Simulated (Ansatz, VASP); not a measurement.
# Two plane-wave programs on SiGe7

```
Si Ge
1.0
     5.63886    0.00000    0.00000
     0.00000   -5.63886    0.00000
     0.00000    0.00000   -5.63886
Si Ge
1 7
Direct
  0.00000 0.50000 0.50000
  0.50000 0.00000 0.50000
  0.50000 0.50000 0.00000
  0.00000 0.00000 0.00000
  0.24706 0.25294 0.25294
  0.75294 0.74706 0.25294
  0.75294 0.25294 0.74706
  0.24706 0.74706 0.74706
```

Alike in both runs: functional PBEsol; k mesh 6 × 6 × 6; occupations gaussian, width 0.01 eV; no spin polarisation.

Ansatz relaxed the structure, and its values are those at the end. VASP's run is a single point on that final structure, the one shown.

|  | VASP | Ansatz |
| --- | --- | --- |
| version | VASP 6.6.1 | Ansatz 0.2.0 |
| potentials or method | VASP PAW PBE potentials, release 64 (Si, Ge_d), cutoff 520 eV | scalar-relativistic, plane waves, PAW |
| valence electrons in the cell | 102 | 102 |

```tsv
	VASP	Ansatz	Ansatz less VASP
gap on the k mesh at the Fermi level (eV)	0.17	0.16	-0.005
least direct gap on the mesh (eV)	0.34	0.33	-0.011
pressure (GPa)	0.0	0.0	+0.01
```

VASP's potentials were made for PBE, not for PBEsol.
